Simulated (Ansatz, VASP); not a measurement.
# Two plane-wave programs on MnS

```
Mn S
1.0
     0.00000    2.80000    2.80000
     2.80000    0.00000    2.80000
     2.80000    2.80000    0.00000
Mn S
1 1
Cartesian
  0.0000 0.0000 0.0000
  4.2000 4.2000 4.2000
```

Alike in both runs: task single point; functional PBE; k mesh 6 × 6 × 6; occupations gaussian, width 0.05 eV; collinear spin; Hubbard terms Mn d U = 3.0 eV.

```csv
,VASP,Ansatz
version,VASP 6.6.1,Ansatz 0.2.0
potentials or method,"VASP PAW PBE potentials, release 64 (Mn_pv, S), cutoff 520 eV","scalar-relativistic, plane waves, PAW"
valence electrons in the cell,19,21
```

|  | VASP | Ansatz | Ansatz less VASP |
| --- | --- | --- | --- |
| gap on the k mesh at the Fermi level (eV) | 0.85 | 1.03 | +0.180 |
| least direct gap on the mesh (eV) | 1.21 | 1.17 | -0.037 |
| pressure (GPa) | 4.5 | 4.5 | -0.04 |
| net moment per atom (μB) | 2.50 | 2.50 | 0.000 |
| size of the moment on the site where the two differ most (μB) | 4.53 | 4.32 | -0.211 |

Site moments also hang on the region over which each program counts them. The programs project onto different local orbitals, so the same U acts differently, and such runs can settle in different states. VASP's potentials hold 19 valence electrons a cell and Ansatz's 21, so a difference there can come from the potentials and not from the codes.
